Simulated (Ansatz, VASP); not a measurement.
Ge: VASP beside Ansatz

The input POSCAR:

```
Ge
1.0
   -2.4958980000      2.6508630000      1.4369470000
    2.4958980000     -2.6508630000      1.4369470000
    2.4958980000      2.6508630000     -1.4369470000
Ge
2
Direct
    0.3140570000      0.0640570000      0.2500000000
    0.6859430000      0.9359430000      0.7500000000
```

Contents of INCAR.step1:

```
PREC = Accurate
ENCUT = 520
ISMEAR = -1
SIGMA = 0.05
LREAL = F
LASPH = T
NELM = 100
NBANDS = 21
GGA = PE
ALGO = Normal
EDIFF = 1E-4
LWAVE = T
LCHARG = F
```

INCAR.step2

```
PREC = Accurate
ENCUT = 520
EDIFF = 1E-7
ISMEAR = -1
SIGMA = 0.05
LREAL = F
LASPH = T
NELM = 100
ALGO = Normal
ISIF = 2
LWAVE = F
LCHARG = F
METAGGA = R2SCAN
LMIXTAU = T
NBANDS = 21
ISTART = 1
```

KPOINTS

```
regular mesh
0
Gamma
  11 11 11
```

File input.yaml:

```yaml
crystal:
  lattice:
    - [-2.495898, 2.650863, 1.436947]
    - [2.495898, -2.650863, 1.436947]
    - [2.495898, 2.650863, -1.436947]
  atoms:
    - { symbol: Ge, position: [0.314057, 0.064057, 0.25] }
    - { symbol: Ge, position: [0.685943, 0.935943, 0.75] }
hamiltonian:
  xc: r2scan
  pseudopotentials: { kind: paw }
kpoints:
  mp_grid: { grid: [11, 11, 11] }
  band_path:
    path:
      - [[0.0, 0.0, 0.0], [0.3234593264, 0.3234593264, -0.3234593264], [0.2950845098, 0.3518341431, -0.2950845098], [0.0, 0.5, 0.0], [0.25, 0.25, 0.25], [0.5, 0.0, 0.0], [0.6765406736, -0.3234593264, 0.3234593264], [0.5, -0.5, 0.5], [0.0, 0.0, 0.0], [-0.4716251834, 0.4716251834, 0.4716251834], [0.0, 0.0, 0.5], [0.25, 0.25, 0.25]]
      - [[-0.2950845098, 0.6481658569, 0.2950845098], [-0.4716251834, 0.4716251834, 0.4716251834]]
      - [[0.4716251834, -0.4716251834, 0.5283748166], [0.5, -0.5, 0.5]]
    npoints: 14
scf:
  occupations: { method: fermi_dirac, width: 0.05 }
  n_extra_bands: 6
output:
  forces: true
  stress: true
  eigenvalues: true
  fatbands: false
```

Alike in both runs: functional r2SCAN; k mesh 11 × 11 × 11; occupations fermi-dirac, width 0.05 eV; no spin polarisation.

```csv
,VASP,Ansatz
version,VASP 6.6.1,Ansatz 0.2.0
potentials or method,"VASP PAW PBE potentials, release 64 (Ge_d)",Ansatz PAW
plane-wave cutoff (eV),520,500
valence electrons in the cell,28,28
task,single point,band structure
```

Ansatz gave:

| Quantity | Value |
| --- | --- |
| gap on the k mesh at the Fermi level (eV) | none |
| pressure (GPa) | -1.3 |
| traceless stress, the component that is largest in VASP (GPa) | 1.16 |
| rms of the force components (eV/Å) | 0.055 |

Estimate VASP's values.

gap on the k mesh at the Fermi level (eV): none; pressure (GPa): -1.5; traceless stress, the component that is largest in VASP (GPa): 1.15; rms of the force components (eV/Å): 0.052.

VASP's potentials were made for PBE, not for r2SCAN. Atom by atom the forces differ by 0.003 eV/Å (rms over components). A gap of «none» marks a metal or a gap that the smearing closes.
